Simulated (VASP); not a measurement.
# YSe (Fm-3m) in VASP: further runs

The runs below take YSe through electric field gradients, with LDA.

Everything below comes from runs of VASP 6.6.1. Logs are shortened: lines on timing, memory, paths and dates and some standing lists are left out, and cuts for length are marked.

## Step 1: The cell of the first run

The structure is cubic, space group Fm-3m (No. 225). Conventional cell: a = 5.788 Å, b = 5.788 Å, c = 5.788 Å, α = 90.00°, β = 90.00°, γ = 90.00°. Within 3.8 Å of Y (site symmetry m-3m) lie 6 Se at 2.89 Å. Within 3.8 Å of Se (site symmetry m-3m) lie 6 Y at 2.89 Å.

## Step 2: Electric field gradients, LDA (volume scaled by 1.02)

INCAR

```
SYSTEM = YSe
ALGO     = Normal         ! electronic algorithm
EDIFF    = 1E-8           ! SCF threshold, eV
ENCUT    = 520            ! plane-wave cutoff, eV
ISIF     = 2              ! what is computed and relaxed
ISMEAR   = -1             ! smearing method
LASPH    = .TRUE.         ! aspherical terms in the spheres
LCHARG   = .FALSE.        ! write CHGCAR
LEFG     = .TRUE.       
LREAL    = .FALSE.        ! projectors in reciprocal space
LWAVE    = .FALSE.        ! write WAVECAR
NBANDS   = 16             ! bands
NELM     = 100            ! most SCF steps
PREC     = Accurate       ! precision mode
SIGMA    = 0.03           ! smearing width, eV
```

KPOINTS

```
k-points
0
G
  7 7 7
  0 0 0
```

POSCAR

```
YSe
1.0
    0.0000000000      2.8940402900      2.8940402900
    2.8940402900      0.0000000000      2.8940402900
    2.8940402900      2.8940402900      0.0000000000
Y Se
1 1
Direct
    0.0000000000      0.0000000000      0.0000000000
    0.5000000000      0.5000000000      0.5000000000
```

Potentials or basis: VASP PAW LDA potentials, release 64 (Y_sv, Se).

On the command line:

```
cat potpaw_LDA.64/Y_sv/POTCAR potpaw_LDA.64/Se/POTCAR > POTCAR
mpirun -np 1 vasp_std > vasp.out
```

OUTCAR:

```text
SYSTEM = YSe
   EDIFF = 1E-8
   ENCUT = 520
   ISIF = 2
   ISMEAR = -1
   LASPH = .TRUE.
   LREAL = .FALSE.
   NELM = 100
   PREC = Accurate

 ion  position               nearest neighbor table
   1  0.000  0.000  0.000-   2 2.89   2 2.89   2 2.89   2 2.89   2 2.89   2 2.89
   2  0.500  0.500  0.500-   1 2.89   1 2.89   1 2.89   1 2.89   1 2.89   1 2.89

  LATTYP: Found a face centered cubic cell.
 ALAT       =     5.7880805800

  Lattice vectors:

 A1 = (   0.0000000000,   2.8940402900,   2.8940402900)
 A2 = (   2.8940402900,   0.0000000000,   2.8940402900)
 A3 = (   2.8940402900,   2.8940402900,   0.0000000000)

Analysis of symmetry for initial positions (statically):
=====================================================================
 Subroutine PRICEL returns:
 Original cell was already a primitive cell.

 Routine SETGRP: Setting up the symmetry group for a
 face centered cubic supercell.

 Subroutine GETGRP returns: Found 48 space group operations
 (whereof 48 operations were pure point group operations)
 out of a pool of 48 trial point group operations.

The static configuration has the point symmetry O_h .

Analysis of symmetry for dynamics (positions and initial velocities):
=====================================================================
 Subroutine PRICEL returns:
 Original cell was already a primitive cell.

 Routine SETGRP: Setting up the symmetry group for a
 face centered cubic supercell.

 Subroutine GETGRP returns: Found 48 space group operations
 (whereof 48 operations were pure point group operations)
 out of a pool of 48 trial point group operations.

The dynamic configuration has the point symmetry O_h .

 Subroutine INISYM returns: Found 48 space group operations
 (whereof 48 operations are pure point group operations),
 and found     1 'primitive' translations

----------------------------------------------------------------------------------------

                                     Primitive cell

  volume of cell :      48.4779

  direct lattice vectors                    reciprocal lattice vectors
     0.000000000  2.894040290  2.894040290    -0.172768846  0.172768846  0.172768846
     2.894040290  0.000000000  2.894040290     0.172768846 -0.172768846  0.172768846
     2.894040290  2.894040290  0.000000000     0.172768846  0.172768846 -0.172768846

  length of vectors
     4.092791028  4.092791028  4.092791028     0.299244419  0.299244419  0.299244419

  position of ions in fractional coordinates (direct lattice)
     0.000000000  0.000000000  0.000000000
     0.500000000  0.500000000  0.500000000

  ion indices of the primitive-cell ions
   primitive index   ion index
                 1           1
                 2           2

----------------------------------------------------------------------------------------

 KPOINTS: k-points

Automatic generation of k-mesh.
 Grid dimensions read from file:
 generate k-points for:    7    7    7

 Generating k-lattice:

  Cartesian coordinates                     Fractional coordinates (reciprocal lattice)
    -0.024681264  0.024681264  0.024681264     0.142857143  0.000000000  0.000000000
     0.024681264 -0.024681264  0.024681264     0.000000000  0.142857143  0.000000000
     0.024681264  0.024681264 -0.024681264     0.000000000  0.000000000  0.142857143

  Length of vectors
     0.042749203  0.042749203  0.042749203

  Shift w.r.t. Gamma in fractional coordinates (k-lattice)
     0.000000000  0.000000000  0.000000000

 Subroutine IBZKPT returns following result:
 ===========================================

 Found     20 irreducible k-points:

 Following reciprocal coordinates:
            Coordinates               Weight
  0.000000  0.000000  0.000000      1.000000
  0.142857  0.000000  0.000000      8.000000
  0.285714  0.000000  0.000000      8.000000
  0.428571  0.000000  0.000000      8.000000
  0.142857  0.142857  0.000000      6.000000
  0.285714  0.142857  0.000000     24.000000
[... 12 lines left out ...]
 -0.428571  0.428571  0.142857     24.000000
 -0.285714  0.428571  0.142857     24.000000
   k-points           NKPTS =     20   k-points in BZ     NKDIM =     20   number of bands    NBANDS=     16
   number of dos      NEDOS =    301   number of ions     NIONS =      2
   total plane-waves  NPLWV =  27000
   dimension x,y,z NGX =    30 NGY =   30 NGZ =   30
   dimension x,y,z NGXF=    60 NGYF=   60 NGZF=   60
   ions per type =               1   1
   NGX,Y,Z   is equivalent  to a cutoff of  12.19, 12.19, 12.19 a.u.
   NGXF,Y,Z  is equivalent  to a cutoff of  24.37, 24.37, 24.37 a.u.
 SYSTEM =  YSe
   PREC   = accura    normal or accurate (medium, high low for compatibility)
   ISTART =      0    job   : 0-new  1-cont  2-samecut
   ICHARG =      2    charge: 1-file 2-atom 10-const
   ISPIN  =      1    spin polarized calculation?
   LNONCOLLINEAR =      F non collinear calculations
   LSORBIT =      F    spin-orbit coupling
   LASPH  =      T    aspherical Exc in radial PAW
   ENCUT  =  520.0 eV  38.22 Ry    6.18 a.u.   7.61  7.61  7.61*2*pi/ulx,y,z
   NELM   =    100;   NELMIN=  2; NELMDL= -5     # of ELM steps
   EDIFF  = 0.1E-07   stopping-criterion for ELM
   LREAL  =      F    real-space projection
   EDIFFG = 0.1E-06   stopping-criterion for IOM
   NSW    =      0    number of steps for IOM
   IBRION =     -1    ionic relax: 0-MD 1-quasi-New 2-CG
   NFREE  =      0    steps in history (QN), initial steepest desc. (CG)
   ISIF   =      2    stress and relaxation
   ISYM   =      2    0-nonsym 1-usesym 2-fastsym
   POTIM  = 0.5000    time-step for ionic-motion
   TEBEG  =    0.0;   TEEND  =   0.0 temperature during run
   PSTRESS=    0.0 pullay stress
   NELECT =      17.0000    total number of electrons
   NUPDOWN=      -1.0000    fix difference up-down
   EMIN   =  10.00;   EMAX   =-10.00  energy-range for DOS
   EFERMI =   0.00;   METHOD = LEGACY
   ISMEAR =    -1;   SIGMA  =   0.03  broadening in eV -4-tet -1-fermi 0-gaus
   EFERMI_NEDOS =   21; number of points for ismear=-14 and -15
   IALGO  =     38    algorithm
   IMIX   =      4    mixing-type and parameters
     AMIX     =   0.40;   BMIX     =  1.00
     AMIX_MAG =   1.60;   BMIX_MAG =  1.00
  volume/ion in A,a.u.               =      24.24       163.57
  Fermi-wavevector in a.u.,A,eV,Ry     =   1.154454  2.181601 18.133350  1.332764
  Thomas-Fermi vector in A             =   2.291090
   LORBIT       =      0    0 simple, 1 ext, 2 COOP (PROOUT), +10 PAW based schemes
   GGA     = CA    functional components
   LHFCALC =     F    Hartree Fock is set to
   AEXX    =    0.0000 exact exchange contribution
   IVDW    =     0    specifies the selected vdW correction
   LEPSILON=     F    determine dielectric tensor
   LRPA    =     F    only Hartree local field effects (RPA)
 non-spin polarized calculation
  energy-cutoff  :      520.00
  volume of cell :       48.48
 maximum number of plane-waves:      1326
   NGX = 15   NGY = 15   NGZ = 15

 number of electron      16.9999998 magnetization

 Free energy of the ion-electron system (eV)
  ---------------------------------------------------
  ext. energy  EPLUGINS =         0.00000000
  ---------------------------------------------------
  free energy    TOTEN  =       -14.86445823 eV

  energy without entropy =      -14.86033333  energy(sigma->0) =      -14.86239578

 E-fermi :   5.8278     XC(G=0): -10.3281

 val. band max:        5.6586183946   @ k =   0.1429   0.0000   0.0000
 cond. band min:       5.8504302309   @ k =   0.1429   0.0000   0.0000
 fundamental gap:      0.1918118363
 Fermi energy:         5.8277933293

 k-point     1 :       0.0000    0.0000    0.0000
  band No.  band energies     occupation
      1     -37.7563      2.00000
      2     -17.8403      2.00000
      3     -17.8403      2.00000
      4     -17.8403      2.00000
      5      -9.3223      2.00000
      6       2.7421      2.00000
[... 8 lines left out ...]
     15      11.9251      0.00000
     16      17.5320      0.00000
[... 343 lines left out ...]
 k-point    20 :      -0.2857    0.4286    0.1429
  band No.  band energies     occupation
      1     -37.7376      2.00000
      2     -17.9801      2.00000
      3     -17.9766      2.00000
      4     -17.9071      2.00000
      5      -8.5487      2.00000
      6       0.3519      2.00000
[... 8 lines left out ...]
     15      12.8084      0.00000
     16      12.9030      0.00000

------------------------ aborting loop because EDIFF is reached ----------------------------------------

  FORCE on cell =-STRESS in cart. coord.  units (eV):
  Direction    XX          YY          ZZ          XY          YZ          ZX
  --------------------------------------------------------------------------------------
  -------------------------------------------------------------------------------------
  Total       -1.7750625     -1.7750625     -1.7750625      0.0000000      0.0000000     -0.0000000
  in kB      -58.6651953    -58.6651953    -58.6651953      0.0000000      0.0000000     -0.0000000
  external PRESSURE =     -58.6651953 kB  Pullay stress =       0.0000000 kB

 VOLUME and BASIS-vectors are now :
 -----------------------------------------------------------------------------
  energy-cutoff  :      520.00
  volume of cell :       48.48
      direct lattice vectors                 reciprocal lattice vectors
     0.000000000  2.894040290  2.894040290    -0.172768846  0.172768846  0.172768846
     2.894040290  0.000000000  2.894040290     0.172768846 -0.172768846  0.172768846
     2.894040290  2.894040290  0.000000000     0.172768846  0.172768846 -0.172768846

 POSITION                                       TOTAL-FORCE (eV/Angst)
 -----------------------------------------------------------------------------------
      0.00000      0.00000      0.00000         0.000000     -0.000000      0.000000
      2.89404      2.89404      2.89404        -0.000000      0.000000     -0.000000
 -----------------------------------------------------------------------------------
    total drift:                               -0.000000      0.000000      0.000000

  FREE ENERGIE OF THE ION-ELECTRON SYSTEM (eV)
  ---------------------------------------------------
  free  energy   TOTEN  =       -14.8644582298 eV

  energy  without entropy=      -14.8603333300  energy(sigma->0) =      -14.86239578

 Electric field gradients (V/A^2)
---------------------------------------------------------------------
 ion       V_xx      V_yy      V_zz      V_xy      V_xz      V_yz
---------------------------------------------------------------------
   1       0.000     0.000     0.000     0.000     0.000     0.000
   2      -0.000    -0.000    -0.000    -0.000    -0.000    -0.000
---------------------------------------------------------------------

 Electric field gradients after diagonalization (V/A^2)
 (convention: |V_zz| > |V_xx| > |V_yy|)
----------------------------------------------------------------------
 ion       V_xx      V_yy      V_zz     asymmetry (V_yy - V_xx)/ V_zz
----------------------------------------------------------------------
   1      -0.000    -0.000     0.000       0.000
   2       0.000     0.000    -0.001       0.000
----------------------------------------------------------------------

           NMR quadrupolar parameters

 Cq : quadrupolar parameter    Cq=e*Q*V_zz/h
 eta: asymmetry parameters     (V_yy - V_xx)/ V_zz
 Q  : nuclear electric quadrupole moment in mb (millibarn)
----------------------------------------------------------------------
 ion       Cq(MHz)       eta       Q (mb)
----------------------------------------------------------------------
   1       0.000       0.000       1.000
   2      -0.000       0.000       1.000
----------------------------------------------------------------------
```

Run time: 13 s. Hardware: 1 thread of Intel Xeon 6975P-C (Granite Rapids), shared host; peak memory 0.17 GiB.

What came out:

```
Free energy : -14.8645 eV
Pressure    : -5.9 GPa
```

Caveat: without QUAD_EFG the Cq values of the log hold for a quadrupole moment of 1 mb, not for the nuclei.

## Step 3: Electric field gradients, LDA (volume scaled by 1.06)

INCAR

```
PREC     = Accurate       # precision mode
ENCUT    = 520            # plane-wave cutoff, eV
EDIFF    = 1E-8           # SCF threshold, eV
ISMEAR   = -1             # smearing method
SIGMA    = 0.03           # smearing width, eV
LREAL    = F              # projectors in reciprocal space
LASPH    = T              # aspherical terms in the spheres
NELM     = 100            # most SCF steps
ALGO     = Normal         # electronic algorithm
ISIF     = 2              # what is computed and relaxed
LWAVE    = F              # write WAVECAR
LCHARG   = F              # write CHGCAR
LEFG     = T            
NBANDS   = 16             # bands
```

KPOINTS

```
regular mesh
0
Gamma
  7 7 7
```

POSCAR

```
YSe
1.0
    0.0000000000      2.9313868645      2.9313868645
    2.9313868645      0.0000000000      2.9313868645
    2.9313868645      2.9313868645      0.0000000000
Y Se
1 1
Direct
    0.0000000000      0.0000000000      0.0000000000
    0.5000000000      0.5000000000      0.5000000000
```

Potentials or basis: VASP PAW LDA potentials, release 64 (Y_sv, Se).

On the command line:

```
cat potpaw_LDA.64/Y_sv/POTCAR potpaw_LDA.64/Se/POTCAR > POTCAR
mpirun -np 1 vasp_std > vasp.out
```

OUTCAR:

```text
PREC = Accurate
   ENCUT = 520
   EDIFF = 1E-8
   ISMEAR = -1
   LREAL = F
   LASPH = T
   NELM = 100
   ISIF = 2

 ion  position               nearest neighbor table
   1  0.000  0.000  0.000-   2 2.93   2 2.93   2 2.93   2 2.93   2 2.93   2 2.93
   2  0.500  0.500  0.500-   1 2.93   1 2.93   1 2.93   1 2.93   1 2.93   1 2.93

  LATTYP: Found a face centered cubic cell.
 ALAT       =     5.8627737290

  Lattice vectors:

 A1 = (   0.0000000000,   2.9313868645,   2.9313868645)
 A2 = (   2.9313868645,   0.0000000000,   2.9313868645)
 A3 = (   2.9313868645,   2.9313868645,   0.0000000000)

Analysis of symmetry for initial positions (statically):
=====================================================================
 Subroutine PRICEL returns:
 Original cell was already a primitive cell.

 Routine SETGRP: Setting up the symmetry group for a
 face centered cubic supercell.

 Subroutine GETGRP returns: Found 48 space group operations
[... 560 lines left out ...]
      direct lattice vectors                 reciprocal lattice vectors
     0.000000000  2.931386864  2.931386864    -0.170567729  0.170567729  0.170567729
     2.931386864  0.000000000  2.931386864     0.170567729 -0.170567729  0.170567729
     2.931386864  2.931386864  0.000000000     0.170567729  0.170567729 -0.170567729

 POSITION                                       TOTAL-FORCE (eV/Angst)
 -----------------------------------------------------------------------------------
      0.00000      0.00000      0.00000         0.000000      0.000000      0.000000
      2.93139      2.93139      2.93139         0.000000     -0.000000     -0.000000
 -----------------------------------------------------------------------------------
    total drift:                                0.000000     -0.000000     -0.000000

  FREE ENERGIE OF THE ION-ELECTRON SYSTEM (eV)
  ---------------------------------------------------
  free  energy   TOTEN  =       -14.7807356750 eV

  energy  without entropy=      -14.7765297452  energy(sigma->0) =      -14.77863271

 Electric field gradients (V/A^2)
---------------------------------------------------------------------
 ion       V_xx      V_yy      V_zz      V_xy      V_xz      V_yz
---------------------------------------------------------------------
   1       0.000    -0.000     0.000    -0.000    -0.000    -0.000
   2      -0.000    -0.000    -0.000     0.001     0.001     0.001
---------------------------------------------------------------------

 Electric field gradients after diagonalization (V/A^2)
 (convention: |V_zz| > |V_xx| > |V_yy|)
----------------------------------------------------------------------
 ion       V_xx      V_yy      V_zz     asymmetry (V_yy - V_xx)/ V_zz
----------------------------------------------------------------------
   1       0.000     0.000    -0.000       0.000
   2      -0.001    -0.001     0.001       0.000
----------------------------------------------------------------------

           NMR quadrupolar parameters

 Cq : quadrupolar parameter    Cq=e*Q*V_zz/h
 eta: asymmetry parameters     (V_yy - V_xx)/ V_zz
 Q  : nuclear electric quadrupole moment in mb (millibarn)
----------------------------------------------------------------------
 ion       Cq(MHz)       eta       Q (mb)
----------------------------------------------------------------------
   1      -0.000       0.000       1.000
   2       0.000       0.000       1.000
----------------------------------------------------------------------
```

stdout:

```text
POSCAR found type information on POSCAR Y Se
 POSCAR found :  2 types and       2 ions
 scaLAPACK will be used
 LDA part: xc-table for (Slater(with rela. corr.)+CA(PZ))
 , standard interpolation
 POSCAR, INCAR and KPOINTS ok, starting setup
 FFT: planning ... GRIDC
 FFT: planning ... GRID_SOFT
 FFT: planning ... GRID
 WAVECAR not read
 entering main loop
ion   1

ion   2
```

It took 11 s on 1 thread of Intel Xeon 6975P-C (Granite Rapids), shared host; peak memory 0.17 GiB.

What came out:

- Free energy: -14.7807 eV
- Pressure: -8.2 GPa

Caveat: without QUAD_EFG the Cq values of the log hold for a quadrupole moment of 1 mb, not for the nuclei.
